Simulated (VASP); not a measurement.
## NbC (Niobocarbide): single point with PBE

Crystal: NbC (Niobocarbide).

```
Nb C
1.0
     0.00000    2.23455    2.23455
     2.23455    0.00000    2.23455
     2.23455    2.23455    0.00000
Nb C
1 1
Direct
  0.00000 0.00000 0.00000
  0.50000 0.50000 0.50000
```

```
Program                : VASP 6.6.1
Task                   : single point
Functional             : PBE
Potentials or basis    : VASP PAW PBE potentials, release 64 (Nb_sv, C)
Cutoff                 : 600 eV
k mesh                 : 5 × 5 × 5
Occupations            : methfessel-paxton, width 0.3 eV
Spin                   : no spin polarisation
Dipole correction      : no
Further INCAR settings : ALGO = Normal; EDIFF = 1e-06; NBANDS = 16
```

The pressure is 2.6 GPa.

Levels at points of the mesh, in eV from the Fermi level:
```csv
k point,band 7,band 8,band 9,band 10,band 11,band 12
"(0.00, 0.00, 0.00)",-1.18,-1.18,-0.08,-0.08,-0.08,0.48
```

Run time: 8.2 s on 1 thread of Intel Xeon 8259CL (shared host), peak memory 0.16 GiB.

Caveat: the k points lie up to 0.49 Å⁻¹ apart.
